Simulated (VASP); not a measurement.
Wanted: the native input for a VASP 6.6.1 run.

| Item | Value |
| --- | --- |
| Task | single point |
| Functional | PBEsol |
| Potentials or basis | VASP PAW PBE potentials, release 64 (Si, Ni) |
| Cutoff | 520 eV |
| k mesh | 14 × 14 × 14 |
| Occupations | gaussian, width 0.1 eV |
| Spin | no spin polarisation |
| Dipole correction | no |
| k mesh for the DOS | 21 × 21 × 21 |
| Occupations for the DOS | tetrahedron |
| Further INCAR settings | ALGO = Normal; EDIFF = 1e-06 |

Si2Ni:

```
Si Ni
1.0
     0.00000    2.69567    2.69567
     2.69567    0.00000    2.69567
     2.69567    2.69567    0.00000
Si Ni
2 1
Direct
  0.25000 0.25000 0.25000
  0.75000 0.75000 0.75000
  0.00000 0.00000 0.00000
```

One way to write it, as run:

POSCAR

```
Si2Ni
1.0
    0.0000000000      2.6956709847      2.6956709847
    2.6956709847      0.0000000000      2.6956709847
    2.6956709847      2.6956709847      0.0000000000
Si Ni
2 1
Direct
    0.2500000000      0.2500000000      0.2500000000
    0.7500000000      0.7500000000      0.7500000000
    0.0000000000      0.0000000000      0.0000000000
```

INCAR.step1

```
SYSTEM = Si2Ni
PREC = Accurate
ENCUT = 520
EDIFF = 1E-6
ISMEAR = 0
SIGMA = 0.1
LREAL = .False.
LASPH = .True.
NELM = 100
ALGO = Normal
ISIF = 2
LWAVE = .False.
LCHARG = .True.
LMAXMIX = 4
GGA = PS
NBANDS = 16
```

KPOINTS.step1

```
regular mesh
0
Gamma
  14 14 14
  0 0 0
```

INCAR.step2

```
SYSTEM = Si2Ni
PREC = Accurate
ENCUT = 520
EDIFF = 1E-6
ISMEAR = -5
SIGMA = 0.1
LREAL = .False.
LASPH = .True.
NELM = 100
ALGO = Normal
ISIF = 2
LWAVE = .False.
LCHARG = .False.
LMAXMIX = 4
GGA = PS
LORBIT = 10
NEDOS = 2001
ICHARG = 11
```

KPOINTS.step2

```
regular mesh
0
Gamma
  21 21 21
  0 0 0
```

Potentials or basis: VASP PAW PBE potentials, release 64 (Si, Ni).

Run with:

```sh
$ cat potpaw_PBE.64/Si/POTCAR potpaw_PBE.64/Ni/POTCAR > POTCAR
$ cp INCAR.step1 INCAR
$ cp KPOINTS.step1 KPOINTS
$ mpirun -np 1 vasp_std > vasp.out
$ cp INCAR.step2 INCAR
$ cp KPOINTS.step2 KPOINTS
$ mpirun -np 1 vasp_std > vasp.out
```

It gave:

```yaml
Valence_electrons_inside_the_program's_atomic_spheres: Si 1.59; Ni 9.85
```

Run time: 3.8 min on 1 thread of Intel Xeon 8259CL, with other jobs on the host, peak memory 0.27 GiB.
